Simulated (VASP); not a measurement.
Ta:

```xyz
1
Lattice="1.4058 -2.4341 0.0000 1.4058 2.4341 0.0000 0.0000 0.0000 2.8966" Properties=species:S:1:pos:R:3 pbc="T T T"
Ta    1.4058    0.0000    0.0000
```

The cell was built from a structure type or drawn by symmetry, and may not be a known phase.

```yaml
Program: VASP 6.6.1
Task: relaxation of cell and atoms
Functional: PBE
Potentials_or_basis: VASP PAW PBE potentials, release 64 (Ta_pv)
Cutoff: 600 eV
k_mesh: 8 × 8 × 6
Occupations: gaussian, width 0.1 eV
Spin: no spin polarisation
```

At the start: pressure 0.9 GPa; volume 19.82 Å³/atom.

Task: How do energy, volume and symmetry change on relaxing?

Result: Over 4 steps the energy falls by 127.7 meV/atom and the volume is 19.91 Å³/atom (+0.4 %); space group P6/mmm (No. 191, to 0.1 Å) before and after.

Step by step:
```
step  energy change (eV)  largest force (eV/Å)  pressure (GPa)  volume (Å³)
   1              0.0000                0.0000            0.90        19.82
   2              0.0826                0.0000            4.11        19.87
   3             -0.1277                0.0000           -0.07        19.91
   4             -0.1277                0.0000           -0.03        19.91
```

Final structure:
```
Ta
1.0
     1.45029   -2.51116    0.00000
     1.45029    2.51116    0.00000
     0.00000    0.00000    2.73378
Ta
1
Direct
  0.50000 0.50000 0.00000
```

Caveat: the k points lie up to 0.38 Å⁻¹ apart in the final cell, too coarse for converged energies and pressures of a metal.
